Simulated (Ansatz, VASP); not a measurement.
## Lu: VASP beside Ansatz

The input POSCAR:

```
Lu
1.0
    3.5048186286      0.0000000000      0.0000000000
   -1.7524093143      3.0352619680      0.0000000000
    0.0000000000      0.0000000000      5.4696750779
Lu
2
Direct
    0.3333333333      0.6666666667      0.2500000000
    0.6666666667      0.3333333333      0.7500000000
```

The input INCAR.step1:

```
SYSTEM = Lu
ALGO = Normal
EDIFF = 1E-4
ENCUT = 520
GGA = PE
ISMEAR = 0
LASPH = .TRUE.
LCHARG = .FALSE.
LREAL = .FALSE.
LWAVE = .TRUE.
NBANDS = 32
NELM = 100
PREC = Accurate
SIGMA = 0.03
```

Contents of INCAR.step2:

```
SYSTEM = Lu
ALGO = Normal
EDIFF = 1E-6
ENCUT = 520
ISIF = 2
ISMEAR = 0
ISTART = 1
LASPH = .TRUE.
LCHARG = .FALSE.
LMIXTAU = .TRUE.
LREAL = .FALSE.
LWAVE = .FALSE.
METAGGA = R2SCAN
NBANDS = 32
NELM = 100
PREC = Accurate
SIGMA = 0.03
```

File KPOINTS:

```
k-points
0
G
  10 10 6
  0 0 0
```

Input for Ansatz:

```yaml
crystal:
  lattice:
    - [3.5048186286, 0.0, 0.0]
    - [-1.7524093143, 3.035261968, 0.0]
    - [0.0, 0.0, 5.4696750779]
  atoms:
    - { symbol: Lu, position: [0.3333333333, 0.6666666667, 0.25] }
    - { symbol: Lu, position: [0.6666666667, 0.3333333333, 0.75] }
hamiltonian:
  xc: r2scan
  pseudopotentials:
    kind: paw
    azcp:
      Lu: "pseudopotentials/Lu.paw.azcp"
basis:
  ecutwfc: 500
  fft_grid_basis: typed
kpoints:
  mp_grid: { grid: [10, 10, 6], shift: [0, 0, 0] }
magnetization:
  spin_polarized: false
scf:
  occupations: { method: gaussian, width: 0.03 }
  lower_state_search: "off"
output:
  stress: true
```

Alike in both runs: task single point; functional r2SCAN; k mesh 10 × 10 × 6; occupations gaussian, width 0.03 eV; no spin polarisation.

|  | VASP | Ansatz |
| --- | --- | --- |
| version | VASP 6.6.1 | Ansatz 0.2.0 |
| potentials or method | VASP PAW PBE potentials, release 64 (Lu), cutoff 520 eV | plane waves (500 eV) with PAW, scalar-relativistic |
| valence electrons in the cell | 50 | 50 |

```csv
,VASP,Ansatz,Ansatz less VASP
pressure (GPa),0.0,-0.3,-0.31
"traceless stress, the component that is largest in VASP (GPa)",-0.37,-0.39,-0.024
```

VASP's potentials were made for PBE, not for r2SCAN.

Neither program's run includes spin-orbit coupling.
